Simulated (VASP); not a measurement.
Write the native input for VASP 6.6.1 that does the following.

| Quantity | Value |
| --- | --- |
| Task | single point |
| Functional | PBEsol |
| Potentials or basis | VASP PAW PBE potentials, release 64 (Ti_sv, Re) |
| Cutoff | 520 eV |
| k mesh | 13 × 13 × 13 |
| Occupations | fermi-dirac, width 0.05 eV |
| Spin | no spin polarisation |
| Dipole correction | no |
| Further INCAR settings | ALGO = Normal; EDIFF = 1e-07; NBANDS = 16 |

The structure of TiRe lies in POSCAR:

```
TiRe
1.0
    3.0543494870      0.0000000000      0.0000000000
    0.0000000000      3.0543494870      0.0000000000
    0.0000000000      0.0000000000      3.0543494870
Ti Re
1 1
Direct
    0.5000000000      0.5000000000      0.5000000000
    0.0000000000      0.0000000000      0.0000000000
```

This cell differs from its parent crystal: volume scaled by 0.94.

The input as run:

INCAR

```
SYSTEM = TiRe
ALGO = Normal ; EDIFF = 1E-7
ENCUT = 520 ; GGA = PS
ISIF = 2 ; ISMEAR = -1
LASPH = .True. ; LCHARG = .True.
LELF = .True. ; LREAL = .False.
LVHAR = .True. ; LWAVE = .False.
NBANDS = 16 ; NELM = 60
PREC = Accurate ; SIGMA = 0.05
```

KPOINTS

```
k-points
0
Gamma
  13 13 13
  0 0 0
```

Potentials or basis: VASP PAW PBE potentials, release 64 (Ti_sv, Re).

Command:

```bash
$ cat potpaw_PBE.64/Ti_sv/POTCAR potpaw_PBE.64/Re/POTCAR > POTCAR
$ mpirun -np 1 vasp_std > vasp.out
```

It gave:

* Pressure: 7.2 GPa

Caveat: the PAW data sets were made with another functional, which shifts forces and pressure a little.

Run time: 32 s on 1 thread of Intel(R) Xeon(R) Platinum 8259CL CPU @ 2.50GHz (Skylake/Cascade Lake), with other jobs on the host, peak memory 0.17 GiB.
